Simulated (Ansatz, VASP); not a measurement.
## WAu in VASP and in Ansatz

File INCAR:

```
ALGO = Normal
EDIFF = 1E-6
ENCUT = 520
GGA = PE
ISIF = 2
ISMEAR = -1
LASPH = True
LCHARG = True
LELF = True
LREAL = False
LVHAR = True
LWAVE = False
NBANDS = 20
NELM = 60
PREC = Accurate
SIGMA = 0.05
```

File KPOINTS:

```
k-points
0
Gamma
  8 8 8
```

File POSCAR:

```
WAu
1.0
    0.0000000000      2.9284768529      2.9284768529
    2.9284768529      0.0000000000      2.9284768529
    2.9284768529      2.9284768529      0.0000000000
W Au
1 1
Direct
    0.0000000000      0.0000000000      0.0000000000
    0.7500000000      0.7500000000      0.7500000000
```

input.yaml

```yaml
crystal:
  lattice:
    - [0.0, 2.9284768529, 2.9284768529]
    - [2.9284768529, 0.0, 2.9284768529]
    - [2.9284768529, 2.9284768529, 0.0]
  atoms:
    - { symbol: W, position: [0.0, 0.0, 0.0] }
    - { symbol: Au, position: [0.75, 0.75, 0.75] }
hamiltonian:
  xc: pbe
  pseudopotentials: { kind: paw, azcp: { folder: soft_1 } }
kpoints:
  mp_grid: { grid: [8, 8, 8] }
scf:
  occupations: { method: fermi_dirac, width: 0.05 }
output:
  forces: true
  stress: true
  eigenvalues: true
  write_density: true
  write_potential: true
  elf: true
  volumetric_format: npy
```

Alike in both runs: task single point; functional PBE; k mesh 8 × 8 × 8; occupations fermi-dirac, width 0.05 eV; no spin polarisation.

|  | VASP | Ansatz |
| --- | --- | --- |
| version | VASP 6.6.1 | Ansatz 0.2.0 |
| potentials or method | VASP PAW PBE potentials, release 64 (W_sv, Au) | Ansatz PAW soft_1 |
| plane-wave cutoff (eV) | 520 | 420 |
| valence electrons in the cell | 25 | 33 |

Ansatz gave:

| Item | Value |
| --- | --- |
| gap on the k mesh at the Fermi level (eV) | none |
| pressure (GPa) | -2.4 |

Problem. Estimate VASP's values.

Solution. gap on the k mesh at the Fermi level (eV): none; pressure (GPa): -2.3.

A gap of «none» marks a metal or a gap that the smearing closes. The functional is the same, so the differences come from potentials, cutoffs and numerics. VASP's potentials hold 25 valence electrons a cell and Ansatz's 33, so a difference there can come from the potentials and not from the codes.

Neither program's run includes spin-orbit coupling.
